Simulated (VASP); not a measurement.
A run of VASP 6.6.1 is set up as follows.

Contents of INCAR:

```
PREC = Accurate ; ENCUT = 520
EDIFF = 1E-6 ; ISMEAR = -1
SIGMA = 0.05 ; LREAL = F
LASPH = T ; NELM = 80
ALGO = Normal ; ISIF = 2
LWAVE = F ; LCHARG = T
GGA = PS ; LELF = T
LVHAR = T ; NBANDS = 17
```

File KPOINTS:

```
Automatic mesh
0
Gamma
  9 9 5
```

POSCAR

```
Pt
1.0
    2.7606656158      0.0000000000      0.0000000000
   -1.3803328079      2.3908065546      0.0000000000
    0.0000000000      0.0000000000      4.8400553400
Pt
2
Direct
    0.3333333333      0.6666666667      0.2500000000
    0.6666666667      0.3333333333      0.7500000000
```

Potentials or basis: VASP PAW PBE potentials, release 64 (Pt).

Launch:

```bash
$ cat potpaw_PBE.64/Pt/POTCAR > POTCAR
$ mpirun -np 1 vasp_std > vasp.out
```

**Question.** What does it give for the band gap on the k mesh?

**Answer.** Zero (band 10 reaches 10.38 eV, above the bottom of band 11 at 9.34 eV).

**Question.** Predict the pressure.

**Answer.** -13.4 GPa.

Stress tensor (GPa, compression positive):
```
-12.95   0.00   0.00
  0.00 -12.95   0.00
  0.00   0.00 -14.24
```

Caveat: the PAW data sets were made with another functional, which shifts forces and pressure a little; spin-orbit coupling is left out, which moves the levels of the heavy elements.
